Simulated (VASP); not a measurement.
Crystal: BN.

```
N B
1.0
     2.55394    0.00000    0.00000
    -1.27697    2.21178    0.00000
     0.00000    0.00000    4.22685
N B
2 2
Direct
  0.33333 0.66667 0.12528
  0.66667 0.33333 0.62528
  0.33333 0.66667 0.49972
  0.66667 0.33333 0.99972
```

- Program: VASP 6.6.1
- Task: relaxation of cell and atoms
- Functional: RPBE
- Dispersion: D3(BJ)
- Potentials or basis: VASP PAW PBE potentials, release 64 (N, B)
- Cutoff: 600 eV
- k mesh: 12 × 12 × 6
- Occupations: fermi-dirac, width 0.05 eV
- Spin: no spin polarisation

At the start: pressure -13.8 GPa; volume 5.97 Å³/atom.

Question: How do energy, volume and symmetry change on relaxing?

Answer: Over 7 steps the energy falls by 9.7 meV/atom and the volume is 5.75 Å³/atom (-3.6 %); space group P6_3mc (No. 186, to 0.05 Å).

The path:
```tsv
step	energy change (eV)	largest force (eV/Å)	pressure (GPa)	volume (Å³)
1	0.0000	0.0003	-13.78	23.88
2	0.0035	0.0562	16.21	22.15
3	-0.0387	0.0280	-0.09	23.01
4	-0.0387	0.0286	0.21	22.99
5	-0.0387	0.0345	0.22	22.99
6	-0.0387	0.0002	0.21	22.99
7	-0.0387	0.0001	-0.13	23.01
```

Final structure:
```
N B
1.0
     2.52313    0.00000    0.00000
    -1.26157    2.18510    0.00000
     0.00000    0.00000    4.17391
N B
2 2
Direct
  0.33333 0.66667 0.12541
  0.66667 0.33333 0.62541
  0.33333 0.66667 0.49959
  0.66667 0.33333 0.99959
```

Caveat: the PAW data sets were made with another functional, which shifts forces and pressure a little.
